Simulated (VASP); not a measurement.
# CoO in VASP: a series of runs, part 2 of 2

VASP 6.6.1. The steps go on from the part before.

**4. Electric field gradients, PBE, collinear spin, ferromagnetic start (9.10 Å³/atom)**

This run uses another cell than the first one, of 9.10 Å³/atom.

Contents of INCAR:

```
PREC     = Accurate       # precision mode
ENCUT    = 520            # plane-wave cutoff, eV
EDIFF    = 1E-8           # SCF threshold, eV
ISMEAR   = -1             # smearing method
SIGMA    = 0.05           # smearing width, eV
LREAL    = False          # projectors in reciprocal space
LASPH    = True           # aspherical terms in the spheres
NELM     = 150            # most SCF steps
ALGO     = Normal         # electronic algorithm
ISIF     = 2              # what is computed and relaxed
LWAVE    = False          # write WAVECAR
LCHARG   = False          # write CHGCAR
ISPIN    = 2              # spin polarisation
MAGMOM   = 2 0            # initial moments
LORBIT   = 11             # projections on sites
LMAXMIX  = 4              # l up to which the mixer works
GGA      = PE             # functional
LEFG     = True         
NBANDS   = 18             # bands
```

Contents of KPOINTS:

```
regular mesh
0
Gamma
  16 16 16
```

Contents of POSCAR:

```
CoO
1.0
    0.0000000000      2.0879877907      2.0879877907
    2.0879877907      0.0000000000      2.0879877907
    2.0879877907      2.0879877907      0.0000000000
Co O
1 1
Direct
    0.0000000000      0.0000000000      0.0000000000
    0.5000000000      0.5000000000      0.5000000000
```

Potentials or basis: VASP PAW PBE potentials, release 64 (Co, O).

The run is started by

```
$ cat potpaw_PBE.64/Co/POTCAR potpaw_PBE.64/O/POTCAR > POTCAR
$ mpirun -np 1 vasp_std > vasp.out
```

OUTCAR:

```text
PREC = Accurate
   ENCUT = 520
   EDIFF = 1E-8
   ISMEAR = -1
   LREAL = False
   LASPH = True
   NELM = 150
   ISIF = 2
   ISPIN = 2
   LORBIT = 11
   GGA = PE

 ion  position               nearest neighbor table
   1  0.000  0.000  0.000-   2 2.09   2 2.09   2 2.09   2 2.09   2 2.09   2 2.09
   2  0.500  0.500  0.500-   1 2.09   1 2.09   1 2.09   1 2.09   1 2.09   1 2.09

  LATTYP: Found a face centered cubic cell.
 ALAT       =     4.1759755814

  Lattice vectors:

 A1 = (   0.0000000000,   2.0879877907,   2.0879877907)
 A2 = (   2.0879877907,   0.0000000000,   2.0879877907)
 A3 = (   2.0879877907,   2.0879877907,   0.0000000000)

Analysis of symmetry for initial positions (statically):
=====================================================================
 Subroutine PRICEL returns:
 Original cell was already a primitive cell.

 Routine SETGRP: Setting up the symmetry group for a
 face centered cubic supercell.

 Subroutine GETGRP returns: Found 48 space group operations
 (whereof 48 operations were pure point group operations)
 out of a pool of 48 trial point group operations.

The static configuration has the point symmetry O_h .

Analysis of symmetry for dynamics (positions and initial velocities):
=====================================================================
 Subroutine PRICEL returns:
 Original cell was already a primitive cell.

 Routine SETGRP: Setting up the symmetry group for a
 face centered cubic supercell.

[... 1192 lines left out ...]
  Direction    XX          YY          ZZ          XY          YZ          ZX
  --------------------------------------------------------------------------------------
  -------------------------------------------------------------------------------------
  Total        0.8961917      0.8961917      0.8961917      0.0000000     -0.0000000      0.0000000
  in kB       78.8674219     78.8674219     78.8674219      0.0000000     -0.0000000      0.0000000
  external PRESSURE =      78.8674219 kB  Pullay stress =       0.0000000 kB

 VOLUME and BASIS-vectors are now :
 -----------------------------------------------------------------------------
  energy-cutoff  :      520.00
  volume of cell :       18.21
      direct lattice vectors                 reciprocal lattice vectors
     0.000000000  2.087987791  2.087987791    -0.239465002  0.239465002  0.239465002
     2.087987791  0.000000000  2.087987791     0.239465002 -0.239465002  0.239465002
     2.087987791  2.087987791  0.000000000     0.239465002  0.239465002 -0.239465002

 POSITION                                       TOTAL-FORCE (eV/Angst)
 -----------------------------------------------------------------------------------
      0.00000      0.00000      0.00000        -0.000000      0.000000      0.000000
      2.08799      2.08799      2.08799         0.000000      0.000000      0.000000
 -----------------------------------------------------------------------------------
    total drift:                                0.000000     -0.000000     -0.000000

  FREE ENERGIE OF THE ION-ELECTRON SYSTEM (eV)
  ---------------------------------------------------
  free  energy   TOTEN  =       -13.0414096030 eV

  energy  without entropy=      -13.0059785377  energy(sigma->0) =      -13.02369407

 Electric field gradients (V/A^2)
---------------------------------------------------------------------
 ion       V_xx      V_yy      V_zz      V_xy      V_xz      V_yz
---------------------------------------------------------------------
   1      -0.000    -0.000     0.000     0.001     0.001     0.001
   2      -0.000    -0.000     0.000    -0.002    -0.002    -0.002
---------------------------------------------------------------------

 Electric field gradients after diagonalization (V/A^2)
 (convention: |V_zz| > |V_xx| > |V_yy|)
----------------------------------------------------------------------
 ion       V_xx      V_yy      V_zz     asymmetry (V_yy - V_xx)/ V_zz
----------------------------------------------------------------------
   1      -0.001    -0.001     0.002       0.000
   2       0.002     0.002    -0.003       0.000
----------------------------------------------------------------------

           NMR quadrupolar parameters

 Cq : quadrupolar parameter    Cq=e*Q*V_zz/h
 eta: asymmetry parameters     (V_yy - V_xx)/ V_zz
 Q  : nuclear electric quadrupole moment in mb (millibarn)
----------------------------------------------------------------------
 ion       Cq(MHz)       eta       Q (mb)
----------------------------------------------------------------------
   1       0.000       0.000       1.000
   2      -0.000       0.000       1.000
----------------------------------------------------------------------

 total charge

# of ion       s       p       d       tot
------------------------------------------
    1        0.310   0.395   7.206   7.911
    2        1.558   3.445   0.000   5.003
--------------------------------------------------
tot          1.868   3.840   7.206  12.914

 magnetization (x)

# of ion       s       p       d       tot
------------------------------------------
    1        0.021   0.019   2.337   2.377
    2        0.030   0.208   0.000   0.238
--------------------------------------------------
tot          0.051   0.227   2.337   2.615
```

It took 55 s on 1 thread of Intel Xeon 6975P-C (Granite Rapids), shared host; peak memory 0.2 GiB.

What came out:

```
Free energy                                           : -13.0414 eV
Pressure                                              : 7.9 GPa
Net moment                                            : 2.66 μB per cell
Site moments                                          : Co +2.38; O +0.24 μB
Largest electric field gradient by atom               : zero within the noise of the run
Valence electrons inside the program's atomic spheres : Co 7.91; O 5.00
```

Levels at points of the mesh, in eV from the Fermi level:
Spin up:
```
           k point  band 6  band 7  band 8  band 9  band 10  band 11  band 12  band 13
(0.00, 0.00, 0.00)   -3.18   -3.03   -3.03   -3.03     1.33    17.04    18.64    18.64
(0.50, 0.00, 0.00)   -2.20   -1.64    0.32    0.32     5.21     9.92    13.86    13.86
(0.50, 0.50, 0.00)   -2.79   -2.18   -1.88   -1.88     6.31    10.19    12.00    16.46
```
Spin down:
```tsv
k point	band 2	band 3	band 4	band 5	band 6	band 7	band 8	band 9	band 10	band 11
(0.00, 0.00, 0.00)	-2.94	-2.94	-2.94	-1.24	-1.24	-1.24	-0.04	-0.04	1.82	16.96
(0.50, 0.00, 0.00)	-8.18	-5.12	-5.12	-0.17	-0.17	0.15	2.80	2.80	5.46	10.61
(0.50, 0.50, 0.00)	-6.94	-4.25	-4.25	-2.49	0.12	0.12	0.49	1.05	7.11	10.59
```

Caveat: the cell stands under pressure; a cell with one magnetic atom can't hold antiferromagnetic order, which such compounds often take; semilocal functionals often make such compounds metallic where correlation or magnetic order opens a gap, which also shifts bond lengths.

**5. Electric field gradients, PBE, collinear spin, ferromagnetic start (9.49 Å³/atom)**

This run uses another cell than the first one, of 9.49 Å³/atom.

Contents of INCAR:

```
  PREC = Accurate
  ENCUT = 520
  EDIFF = 1E-8
  ISMEAR = -1
  SIGMA = 0.05
  LREAL = False
  LASPH = True
  NELM = 150
  ALGO = Normal
  ISIF = 2
  LWAVE = False
  LCHARG = False
  ISPIN = 2
  MAGMOM = 2 0
  LORBIT = 11
  LMAXMIX = 4
  GGA = PE
  LEFG = True
  NBANDS = 18
```

Contents of KPOINTS:

```
Automatic mesh
0
Gamma
  16 16 16
```

Contents of POSCAR:

```
CoO
1.0
    0.0000000000      2.1171941998      2.1171941998
    2.1171941998      0.0000000000      2.1171941998
    2.1171941998      2.1171941998      0.0000000000
Co O
1 1
Direct
    0.0000000000      0.0000000000      0.0000000000
    0.5000000000      0.5000000000      0.5000000000
```

Potentials or basis: VASP PAW PBE potentials, release 64 (Co, O).

The run is started by

```
$ cat potpaw_PBE.64/Co/POTCAR potpaw_PBE.64/O/POTCAR > POTCAR
$ mpirun -np 1 vasp_std > vasp.out
```

OUTCAR:

```text
PREC = Accurate
   ENCUT = 520
   EDIFF = 1E-8
   ISMEAR = -1
   LREAL = False
   LASPH = True
   NELM = 150
   ISIF = 2
   ISPIN = 2
   LORBIT = 11
   GGA = PE

 ion  position               nearest neighbor table
   1  0.000  0.000  0.000-   2 2.12   2 2.12   2 2.12   2 2.12   2 2.12   2 2.12
   2  0.500  0.500  0.500-   1 2.12   1 2.12   1 2.12   1 2.12   1 2.12   1 2.12

  LATTYP: Found a face centered cubic cell.
 ALAT       =     4.2343883996

  Lattice vectors:

 A1 = (   0.0000000000,   2.1171941998,   2.1171941998)
 A2 = (   2.1171941998,   0.0000000000,   2.1171941998)
[... 1251 lines left out ...]
---------------------------------------------------------------------

 Electric field gradients after diagonalization (V/A^2)
 (convention: |V_zz| > |V_xx| > |V_yy|)
----------------------------------------------------------------------
 ion       V_xx      V_yy      V_zz     asymmetry (V_yy - V_xx)/ V_zz
----------------------------------------------------------------------
   1      -0.001    -0.001     0.003       0.000
   2       0.002     0.002    -0.004       0.000
----------------------------------------------------------------------

           NMR quadrupolar parameters

 Cq : quadrupolar parameter    Cq=e*Q*V_zz/h
 eta: asymmetry parameters     (V_yy - V_xx)/ V_zz
 Q  : nuclear electric quadrupole moment in mb (millibarn)
----------------------------------------------------------------------
 ion       Cq(MHz)       eta       Q (mb)
----------------------------------------------------------------------
   1       0.000       0.000       1.000
   2      -0.000       0.000       1.000
----------------------------------------------------------------------

 total charge

# of ion       s       p       d       tot
------------------------------------------
    1        0.298   0.368   7.160   7.826
    2        1.556   3.430   0.000   4.987
--------------------------------------------------
tot          1.855   3.798   7.160  12.813

 magnetization (x)

# of ion       s       p       d       tot
------------------------------------------
    1        0.021   0.018   2.474   2.513
    2        0.029   0.253   0.000   0.282
--------------------------------------------------
tot          0.050   0.271   2.474   2.795
```

OSZICAR:

```text
N       E                     dE             d eps       ncg     rms          rms(c)
DAV:   1     0.775329405401E+02    0.77533E+02   -0.65616E+03 10890   0.958E+02
DAV:   2    -0.106761413110E+02   -0.88209E+02   -0.76721E+02 10926   0.223E+02
[... 11 lines left out ...]
DAV:  14    -0.130631309158E+02   -0.27223E-05   -0.43883E-06 13062   0.414E-02    0.143E-02
DAV:  15    -0.130631316600E+02   -0.74424E-06   -0.25272E-06 12668   0.150E-02    0.637E-03
DAV:  16    -0.130631318376E+02   -0.17760E-06   -0.99217E-07 13766   0.135E-02    0.219E-03
DAV:  17    -0.130631318515E+02   -0.13890E-07   -0.14550E-07 14186   0.492E-03    0.713E-04
DAV:  18    -0.130631318414E+02    0.10115E-07   -0.15355E-08  6776   0.172E-03    0.615E-04
DAV:  19    -0.130631318350E+02    0.64026E-08   -0.36021E-09  6336   0.561E-04
   1 F= -.13063132E+02 E0= -.13045275E+02  d E =-.357136E-01  mag=     2.8429
```

stdout:

```text
POSCAR found type information on POSCAR CoO
 POSCAR found :  2 types and       2 ions
 scaLAPACK will be used
 LDA part: xc-table for (Slater+PW92), standard interpolation
 POSCAR, INCAR and KPOINTS ok, starting setup
 FFT: planning ... GRIDC
 FFT: planning ... GRID_SOFT
 FFT: planning ... GRID
 WAVECAR not read
 entering main loop
ion   1

ion   2
```

It took 50 s on 1 thread of Intel Xeon 6975P-C (Granite Rapids), shared host; peak memory 0.2 GiB.

What came out:

| Quantity | Value |
| --- | --- |
| Free energy | -13.0631 eV |
| Pressure | 0.9 GPa |
| Net moment | 2.84 μB per cell |
| Site moments | Co +2.51; O +0.28 μB |
| Largest electric field gradient by atom | zero within the noise of the run |
| Valence electrons inside the program's atomic spheres | Co 7.83; O 4.99 |

Caveat: a cell with one magnetic atom can't hold antiferromagnetic order, which such compounds often take; semilocal functionals often make such compounds metallic where correlation or magnetic order opens a gap, which also shifts bond lengths.

**6. Electric field gradients, PBE, collinear spin, ferromagnetic start (9.59 Å³/atom)**

This run uses another cell than the first one, of 9.59 Å³/atom.

Contents of INCAR:

```
ALGO = Normal ; EDIFF = 1E-8
ENCUT = 520 ; GGA = PE
ISIF = 2 ; ISMEAR = -1
ISPIN = 2 ; LASPH = True
LCHARG = False ; LEFG = True
LMAXMIX = 4 ; LORBIT = 11
LREAL = False ; LWAVE = False
MAGMOM = 2 0 ; NBANDS = 18
NELM = 150 ; PREC = Accurate
SIGMA = 0.05
```

Contents of KPOINTS:

```
k-points
0
Gamma
  16 16 16
```

Contents of POSCAR:

```
CoO
1.0
    0.0000000000      2.1243711842      2.1243711842
    2.1243711842      0.0000000000      2.1243711842
    2.1243711842      2.1243711842      0.0000000000
Co O
1 1
Direct
    0.0000000000      0.0000000000      0.0000000000
    0.5000000000      0.5000000000      0.5000000000
```

Potentials or basis: VASP PAW PBE potentials, release 64 (Co, O).

The run is started by

```
$ cat potpaw_PBE.64/Co/POTCAR potpaw_PBE.64/O/POTCAR > POTCAR
$ mpirun -np 1 vasp_std > vasp.out
```

OUTCAR:

```text
EDIFF = 1E-8
   ENCUT = 520
   GGA = PE
   ISIF = 2
   ISMEAR = -1
   ISPIN = 2
   LASPH = True
   LORBIT = 11
   LREAL = False
   NELM = 150
   PREC = Accurate

 ion  position               nearest neighbor table
   1  0.000  0.000  0.000-   2 2.12   2 2.12   2 2.12   2 2.12   2 2.12   2 2.12
   2  0.500  0.500  0.500-   1 2.12   1 2.12   1 2.12   1 2.12   1 2.12   1 2.12

  LATTYP: Found a face centered cubic cell.
 ALAT       =     4.2487423684

  Lattice vectors:

 A1 = (   0.0000000000,   2.1243711842,   2.1243711842)
 A2 = (   2.1243711842,   0.0000000000,   2.1243711842)
 A3 = (   2.1243711842,   2.1243711842,   0.0000000000)

Analysis of symmetry for initial positions (statically):
[... 1249 lines left out ...]
 Electric field gradients after diagonalization (V/A^2)
 (convention: |V_zz| > |V_xx| > |V_yy|)
----------------------------------------------------------------------
 ion       V_xx      V_yy      V_zz     asymmetry (V_yy - V_xx)/ V_zz
----------------------------------------------------------------------
   1      -0.002    -0.002     0.003       0.000
   2       0.002     0.002    -0.004       0.000
----------------------------------------------------------------------

           NMR quadrupolar parameters

 Cq : quadrupolar parameter    Cq=e*Q*V_zz/h
 eta: asymmetry parameters     (V_yy - V_xx)/ V_zz
 Q  : nuclear electric quadrupole moment in mb (millibarn)
----------------------------------------------------------------------
 ion       Cq(MHz)       eta       Q (mb)
----------------------------------------------------------------------
   1       0.000       0.000       1.000
   2      -0.000       0.000       1.000
----------------------------------------------------------------------

 total charge

# of ion       s       p       d       tot
------------------------------------------
    1        0.296   0.361   7.150   7.807
    2        1.556   3.427   0.000   4.983
--------------------------------------------------
tot          1.852   3.788   7.150  12.790

 magnetization (x)

# of ion       s       p       d       tot
------------------------------------------
    1        0.021   0.018   2.500   2.538
    2        0.029   0.262   0.000   0.291
--------------------------------------------------
tot          0.049   0.280   2.500   2.829
```

stdout:

```text
POSCAR found type information on POSCAR CoO
 POSCAR found :  2 types and       2 ions
 scaLAPACK will be used
 LDA part: xc-table for (Slater+PW92), standard interpolation
 POSCAR, INCAR and KPOINTS ok, starting setup
 FFT: planning ... GRIDC
 FFT: planning ... GRID_SOFT
 FFT: planning ... GRID
 WAVECAR not read
 entering main loop
ion   1

ion   2
```

It took 51 s on 1 thread of Intel Xeon 6975P-C (Granite Rapids), shared host; peak memory 0.2 GiB.

What came out:

```yaml
Free_energy: -13.0635 eV
Pressure: -0.7 GPa
Net_moment: 2.88 μB per cell
Site_moments: Co +2.54; O +0.29 μB
Largest_electric_field_gradient_by_atom: zero within the noise of the run
Valence_electrons_inside_the_program's_atomic_spheres: Co 7.81; O 4.98
```

Levels at points of the mesh, in eV from the Fermi level:
Spin up:
```
           k point  band 5  band 6  band 7  band 8  band 9  band 10  band 11  band 12  band 13  band 14
(0.00, 0.00, 0.00)   -3.14   -3.14   -3.06   -3.06   -3.06     1.05    16.89    18.21    18.21    18.21
(0.50, 0.00, 0.00)   -2.33   -2.33   -1.77    0.14    0.14     5.10     9.42    13.50    13.50    20.58
(0.50, 0.50, 0.00)   -3.92   -2.90   -2.39   -2.04   -2.04     5.93     9.88    11.73    15.85    15.85
```
Spin down:
| k point | band 3 | band 4 | band 5 | band 6 | band 7 | band 8 | band 9 | band 10 |
| --- | --- | --- | --- | --- | --- | --- | --- | --- |
| (0.00, 0.00, 0.00) | -2.60 | -2.60 | -1.11 | -1.11 | -1.11 | 0.06 | 0.06 | 1.58 |
| (0.50, 0.00, 0.00) | -4.67 | -4.67 | -0.13 | -0.13 | 0.18 | 2.72 | 2.72 | 5.38 |
| (0.50, 0.50, 0.00) | -3.85 | -3.85 | -2.24 | 0.13 | 0.13 | 0.53 | 1.00 | 6.78 |

Caveat: a cell with one magnetic atom can't hold antiferromagnetic order, which such compounds often take; semilocal functionals often make such compounds metallic where correlation or magnetic order opens a gap, which also shifts bond lengths.

**7. Summary**

| cell | gap on the mesh (eV) | pressure (GPa) | moment (μB) |
| --- | --- | --- | --- |
| a = 2.970, b = 2.970, c = 3.014 Å, angles 59.5, 59.5, 61.0°, 2 atoms | none | 2.8 | 2.80 |
| a = 2.984, b = 2.984, c = 3.014 Å, angles 59.7, 59.7, 60.7°, 2 atoms | none | 1.0 | 2.84 |
| a = 2.953 Å, angles 60.0°, 2 atoms | none | 7.9 | 2.66 |
| a = 2.994 Å, angles 60.0°, 2 atoms | none | 0.9 | 2.84 |
| a = 3.004 Å, angles 60.0°, 2 atoms | none | -0.7 | 2.88 |

Alike in all rows: task electric field gradients; level PBE; potentials or basis VASP PAW PBE potentials, release 64 (Co, O); spin collinear, ferromagnetic start; k mesh 16 × 16 × 16; cutoff (eV) 520; smearing fermi-dirac 0.05 eV.

Caveats: a cell with one magnetic atom can't hold antiferromagnetic order, which such compounds often take; semilocal functionals often make such compounds metallic where correlation or magnetic order opens a gap, which also shifts bond lengths; the cell stands under pressure (at least some runs).

Absolute energies hang on the potentials; compare differences alone.
